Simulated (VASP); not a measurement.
# SnO2 (P4_2/mnm) in VASP: single point with LDA

Aim: the single point of SnO2 with LDA.

Everything below comes from runs of VASP 6.6.1. Logs are shortened: lines on timing, memory, paths and dates and some standing lists are left out, and cuts for length are marked.

**1. The cell of the first run**

Symmetry: P4_2/mnm, No. 136, tetragonal system. Conventional cell: a = 4.737 Å, b = 4.737 Å, c = 3.186 Å, α = 90.00°, β = 90.00°, γ = 90.00°. Sn (site symmetry mmm) has 6 O at 2.05 to 2.06 Å within 2.7 Å. O (site symmetry m2m) has 3 Sn at 2.05 to 2.06 Å and 1 O at 2.60 Å within 2.7 Å.

**2. Single point, LDA**

File INCAR:

```
  ALGO = Normal
  EDIFF = 1E-6
  ENCUT = 520
  ISIF = 2
  ISMEAR = 0
  LASPH = True
  LCHARG = True
  LELF = True
  LREAL = False
  LVHAR = True
  LWAVE = False
  NBANDS = 35
  NELM = 100
  PREC = Accurate
  SIGMA = 0.05
```

File KPOINTS:

```
k-points
0
Gamma
  6 6 8
```

File POSCAR:

```
SnO2
1.0
    4.7373500000      0.0000000000      0.0000000000
    0.0000000000      4.7373500000      0.0000000000
    0.0000000000      0.0000000000      3.1864000000
Sn O
2 4
Direct
    0.0000000000      0.0000000000      0.0000000000
    0.5000000000      0.5000000000      0.5000000000
    0.3056200000      0.3056200000      0.0000000000
    0.1943800000      0.8056200000      0.5000000000
    0.6943800000      0.6943800000      0.0000000000
    0.8056200000      0.1943800000      0.5000000000
```

Potentials or basis: VASP PAW LDA potentials, release 64 (Sn_d, O).

Run with:

```bash
$ cat potpaw_LDA.64/Sn_d/POTCAR potpaw_LDA.64/O/POTCAR > POTCAR
$ mpirun -np 1 vasp_std > vasp.out
```

OUTCAR:

```text
EDIFF = 1E-6
   ENCUT = 520
   ISIF = 2
   ISMEAR = 0
   LASPH = True
   LREAL = False
   NELM = 100
   PREC = Accurate

 ion  position               nearest neighbor table
   1  0.000  0.000  0.000-   3 2.05   5 2.05   4 2.06   6 2.06   4 2.06   6 2.06   2 3.71   2 3.71
                             2 3.71   2 3.71   2 3.71   2 3.71   2 3.71   2 3.71
   2  0.500  0.500  0.500-   4 2.05   6 2.05   5 2.06   3 2.06   3 2.06   5 2.06   1 3.71   1 3.71
                             1 3.71   1 3.71   1 3.71   1 3.71   1 3.71   1 3.71
   3  0.306  0.306  0.000-   1 2.05   2 2.06   2 2.06
   4  0.194  0.806  0.500-   2 2.05   1 2.06   1 2.06
   5  0.694  0.694  0.000-   1 2.05   2 2.06   2 2.06
   6  0.806  0.194  0.500-   2 2.05   1 2.06   1 2.06

  LATTYP: Found a simple tetragonal cell.
 ALAT       =     4.7373500000
 C/A-ratio  =     0.6726123255

  Lattice vectors:

 A1 = (   4.7373500000,   0.0000000000,   0.0000000000)
 A2 = (   0.0000000000,   4.7373500000,   0.0000000000)
 A3 = (   0.0000000000,   0.0000000000,   3.1864000000)

Analysis of symmetry for initial positions (statically):
=====================================================================
 Subroutine PRICEL returns:
 Original cell was already a primitive cell.

 Routine SETGRP: Setting up the symmetry group for a
 simple tetragonal supercell.

 Subroutine GETGRP returns: Found 16 space group operations
 (whereof  8 operations were pure point group operations)
 out of a pool of 16 trial point group operations.

The static configuration has the point symmetry D_2h.
 The point group associated with its full space group is D_4h.

Analysis of symmetry for dynamics (positions and initial velocities):
=====================================================================
 Subroutine PRICEL returns:
 Original cell was already a primitive cell.

 Routine SETGRP: Setting up the symmetry group for a
 simple tetragonal supercell.

 Subroutine GETGRP returns: Found 16 space group operations
 (whereof  8 operations were pure point group operations)
 out of a pool of 16 trial point group operations.

The dynamic configuration has the point symmetry D_2h.
 The point group associated with its full space group is D_4h.

 Subroutine INISYM returns: Found 16 space group operations
 (whereof  8 operations are pure point group operations),
 and found     1 'primitive' translations

----------------------------------------------------------------------------------------

                                     Primitive cell

  volume of cell :      71.5107

  direct lattice vectors                    reciprocal lattice vectors
     4.737350000  0.000000000  0.000000000     0.211088478  0.000000000  0.000000000
     0.000000000  4.737350000  0.000000000     0.000000000  0.211088478  0.000000000
     0.000000000  0.000000000  3.186400000     0.000000000  0.000000000  0.313833794

  length of vectors
     4.737350000  4.737350000  3.186400000     0.211088478  0.211088478  0.313833794

  position of ions in fractional coordinates (direct lattice)
     0.000000000  0.000000000  0.000000000
     0.500000000  0.500000000  0.500000000
     0.305620000  0.305620000  0.000000000
     0.194380000  0.805620000  0.500000000
     0.694380000  0.694380000  0.000000000
     0.805620000  0.194380000  0.500000000

  ion indices of the primitive-cell ions
   primitive index   ion index
                 1           1
                 2           2
                 3           3
                 4           4
                 5           5
                 6           6

----------------------------------------------------------------------------------------

 KPOINTS: k-points

Automatic generation of k-mesh.
 Grid dimensions read from file:
 generate k-points for:    6    6    8

 Generating k-lattice:

  Cartesian coordinates                     Fractional coordinates (reciprocal lattice)
     0.035181413  0.000000000  0.000000000     0.166666667  0.000000000  0.000000000
     0.000000000  0.035181413  0.000000000     0.000000000  0.166666667  0.000000000
     0.000000000  0.000000000  0.039229224     0.000000000  0.000000000  0.125000000

  Length of vectors
     0.035181413  0.035181413  0.039229224

  Shift w.r.t. Gamma in fractional coordinates (k-lattice)
     0.000000000  0.000000000  0.000000000

 Subroutine IBZKPT returns following result:
 ===========================================

 Found     50 irreducible k-points:

 Following reciprocal coordinates:
            Coordinates               Weight
  0.000000  0.000000  0.000000      1.000000
  0.166667  0.000000  0.000000      4.000000
  0.333333  0.000000  0.000000      4.000000
  0.500000  0.000000  0.000000      2.000000
  0.166667  0.166667  0.000000      4.000000
  0.333333  0.166667  0.000000      8.000000
[... 16 lines left out ...]
  0.333333  0.000000  0.250000      8.000000
  0.500000  0.000000  0.250000      4.000000
 [... further k-points ...]
   k-points           NKPTS =     50   k-points in BZ     NKDIM =     50   number of bands    NBANDS=     35
   number of dos      NEDOS =    301   number of ions     NIONS =      6
   total plane-waves  NPLWV =  31104
   dimension x,y,z NGX =    36 NGY =   36 NGZ =   24
   dimension x,y,z NGXF=    72 NGYF=   72 NGZF=   48
   ions per type =               2   4
   NGX,Y,Z   is equivalent  to a cutoff of  12.63, 12.63, 12.52 a.u.
   NGXF,Y,Z  is equivalent  to a cutoff of  25.27, 25.27, 25.04 a.u.
 SYSTEM =  unknown system
   PREC   = accura    normal or accurate (medium, high low for compatibility)
   ISTART =      0    job   : 0-new  1-cont  2-samecut
   ICHARG =      2    charge: 1-file 2-atom 10-const
   ISPIN  =      1    spin polarized calculation?
   LNONCOLLINEAR =      F non collinear calculations
   LSORBIT =      F    spin-orbit coupling
   LASPH  =      T    aspherical Exc in radial PAW
   ENCUT  =  520.0 eV  38.22 Ry    6.18 a.u.   8.81  8.81  5.92*2*pi/ulx,y,z
   NELM   =    100;   NELMIN=  2; NELMDL= -5     # of ELM steps
   EDIFF  = 0.1E-05   stopping-criterion for ELM
   LREAL  =      F    real-space projection
   EDIFFG = 0.1E-04   stopping-criterion for IOM
   NSW    =      0    number of steps for IOM
   IBRION =     -1    ionic relax: 0-MD 1-quasi-New 2-CG
   NFREE  =      0    steps in history (QN), initial steepest desc. (CG)
   ISIF   =      2    stress and relaxation
   ISYM   =      2    0-nonsym 1-usesym 2-fastsym
   POTIM  = 0.5000    time-step for ionic-motion
   TEBEG  =    0.0;   TEEND  =   0.0 temperature during run
   PSTRESS=    0.0 pullay stress
   NELECT =      52.0000    total number of electrons
   NUPDOWN=      -1.0000    fix difference up-down
   EMIN   =  10.00;   EMAX   =-10.00  energy-range for DOS
   EFERMI =   0.00;   METHOD = LEGACY
   ISMEAR =     0;   SIGMA  =   0.05  broadening in eV -4-tet -1-fermi 0-gaus
   EFERMI_NEDOS =   21; number of points for ismear=-14 and -15
   IALGO  =     38    algorithm
   IMIX   =      4    mixing-type and parameters
     AMIX     =   0.40;   BMIX     =  1.00
     AMIX_MAG =   1.60;   BMIX_MAG =  1.00
  volume/ion in A,a.u.               =      11.92        80.43
  Fermi-wavevector in a.u.,A,eV,Ry     =   1.472150  2.781961 29.486913  2.167227
  Thomas-Fermi vector in A             =   2.587200
   LORBIT       =      0    0 simple, 1 ext, 2 COOP (PROOUT), +10 PAW based schemes
   GGA     = CA    functional components
   LHFCALC =     F    Hartree Fock is set to
   AEXX    =    0.0000 exact exchange contribution
   IVDW    =     0    specifies the selected vdW correction
   LEPSILON=     F    determine dielectric tensor
   LRPA    =     F    only Hartree local field effects (RPA)
 non-spin polarized calculation
 Gauss-broadening in eV      SIGMA  =   0.05
  energy-cutoff  :      520.00
  volume of cell :       71.51
 maximum number of plane-waves:      1992
 NGX is ok and might be reduce to    36
   NGX = 17   NGY = 17   NGZ = 11

 number of electron      51.9999989 magnetization

 Free energy of the ion-electron system (eV)
  ---------------------------------------------------
  ext. energy  EPLUGINS =         0.00000000
  ---------------------------------------------------
  free energy    TOTEN  =       -42.28057203 eV

  energy without entropy =      -42.28057203  energy(sigma->0) =      -42.28057203

 E-fermi :   6.1541     XC(G=0): -11.8033

 val. band max:        5.8747925710   @ k =   0.0000   0.0000   0.0000
 cond. band min:       7.0152001547   @ k =   0.0000   0.0000   0.0000
 fundamental gap:      1.1404075836
 Fermi energy:         6.1541398804

 k-point     1 :       0.0000    0.0000    0.0000
  band No.  band energies     occupation
      1     -15.1409      2.00000
      2     -14.3735      2.00000
      3     -14.1039      2.00000
      4     -14.0828      2.00000
      5     -14.0828      2.00000
      6     -14.0028      2.00000
[... 27 lines left out ...]
     34      17.7718      0.00000
     35      18.2174      0.00000

 k-point     2 :       0.1667    0.0000    0.0000
  band No.  band energies     occupation
      1     -15.0986      2.00000
      2     -14.4223      2.00000
      3     -14.1033      2.00000
      4     -14.0808      2.00000
      5     -14.0807      2.00000
      6     -14.0372      2.00000
[... 27 lines left out ...]
     34      17.7572      0.00000
     35      18.1808      0.00000

 k-point     3 :       0.3333    0.0000    0.0000
  band No.  band energies     occupation
      1     -14.9761      2.00000
      2     -14.5787      2.00000
      3     -14.1013      2.00000
      4     -14.0803      2.00000
      5     -14.0767      2.00000
      6     -14.0765      2.00000
[... 27 lines left out ...]
     34      17.8247      0.00000
     35      18.1144      0.00000
[... 723 lines left out ...]
 k-point    23 :       0.3333    0.0000    0.2500
  band No.  band energies     occupation
      1     -14.8611      2.00000
      2     -14.7147      2.00000
      3     -14.3792      2.00000
      4     -14.1638      2.00000
      5     -13.9881      2.00000
      6     -13.9798      2.00000
[... 27 lines left out ...]
     34      17.8019      0.00000
     35      18.0432      0.00000

 k-point    24 :       0.5000    0.0000    0.2500
  band No.  band energies     occupation
      1     -14.8094      2.00000
      2     -14.8094      2.00000
      3     -14.2573      2.00000
      4     -14.2573      2.00000
      5     -13.9824      2.00000
      6     -13.9824      2.00000
[... 27 lines left out ...]
     34      18.0017      0.00000
     35      18.2114      0.00000

 [... further k-points ...]
[... 5 lines left out ...]
  --------------------------------------------------------------------------------------
  -------------------------------------------------------------------------------------
  Total       -0.1261939     -0.1261939      0.3293226     -0.0000000      0.0000000      0.0000000
  in kB       -2.8273371     -2.8273371      7.3783782     -0.0000000      0.0000000      0.0000000
  external PRESSURE =       0.5745680 kB  Pullay stress =       0.0000000 kB

 VOLUME and BASIS-vectors are now :
 -----------------------------------------------------------------------------
  energy-cutoff  :      520.00
  volume of cell :       71.51
      direct lattice vectors                 reciprocal lattice vectors
     4.737350000  0.000000000  0.000000000     0.211088478  0.000000000  0.000000000
     0.000000000  4.737350000  0.000000000     0.000000000  0.211088478  0.000000000
     0.000000000  0.000000000  3.186400000     0.000000000  0.000000000  0.313833794

 POSITION                                       TOTAL-FORCE (eV/Angst)
 -----------------------------------------------------------------------------------
      0.00000      0.00000      0.00000         0.000000      0.000000      0.000000
      2.36868      2.36868      1.59320         0.000000      0.000000      0.000000
      1.44783      1.44783      0.00000         0.034026      0.034026     -0.000000
      0.92085      3.81650      1.59320        -0.034026      0.034026     -0.000000
      3.28952      3.28952      0.00000        -0.034026     -0.034026      0.000000
      3.81650      0.92085      1.59320         0.034026     -0.034026      0.000000
 -----------------------------------------------------------------------------------
    total drift:                                0.000000      0.000000      0.000000

  FREE ENERGIE OF THE ION-ELECTRON SYSTEM (eV)
  ---------------------------------------------------
  free  energy   TOTEN  =       -42.2805720306 eV

  energy  without entropy=      -42.2805720306  energy(sigma->0) =      -42.28057203
```

Run time: 2.9 min. Hardware: 1 thread of AMD EPYC 7R13, shared host; peak memory 0.19 GiB.

Results:

```yaml
Free_energy: -42.2806 eV
Pressure: 0.1 GPa
Largest_force: 0.048 eV/Å
Band_gap_on_the_k_mesh: 1.14 eV
```

Forces on the atoms (eV/Å):
```
Sn   0.000  0.000  0.000
Sn   0.000  0.000  0.000
O    0.034  0.034  0.000
O   -0.034  0.034  0.000
O   -0.034 -0.034  0.000
O    0.034 -0.034  0.000
```

Stress tensor (GPa, compression positive):
```
-0.28  0.00  0.00
 0.00 -0.28  0.00
 0.00  0.00  0.74
```

Levels at points of the mesh, in eV from the valence-band top:
| k point | band 22 | band 23 | band 24 | band 25 | band 26 | band 27 | band 28 | band 29 | band 30 | band 31 |
| --- | --- | --- | --- | --- | --- | --- | --- | --- | --- | --- |
| (0.00, 0.00, 0.00) | -1.27 | -1.27 | -0.81 | -0.81 | 0.00 | 1.14 | 5.97 | 6.07 | 6.07 | 10.06 |
| (0.50, 0.00, 0.00) | -2.04 | -1.23 | -1.23 | -0.65 | -0.65 | 4.30 | 4.30 | 6.84 | 6.84 | 10.76 |
| (0.50, 0.50, 0.00) | -2.07 | -1.36 | -1.36 | -0.92 | -0.92 | 4.71 | 4.71 | 7.31 | 7.31 | 10.77 |
| (0.00, 0.00, 0.50) | -2.73 | -1.72 | -1.72 | -1.28 | -1.28 | 6.01 | 6.01 | 9.49 | 9.49 | 10.41 |
| (0.50, 0.00, 0.50) | -1.79 | -1.14 | -1.14 | -0.74 | -0.74 | 6.28 | 6.28 | 7.83 | 7.83 | 10.75 |
| (0.50, 0.50, 0.50) | -2.45 | -0.99 | -0.99 | -0.85 | -0.85 | 4.64 | 4.64 | 8.63 | 8.63 | 10.76 |

Caveat: spin-orbit coupling is left out, which moves the levels of the heavy elements. LDA gaps usually lie below the measured ones, often by a third to a half.
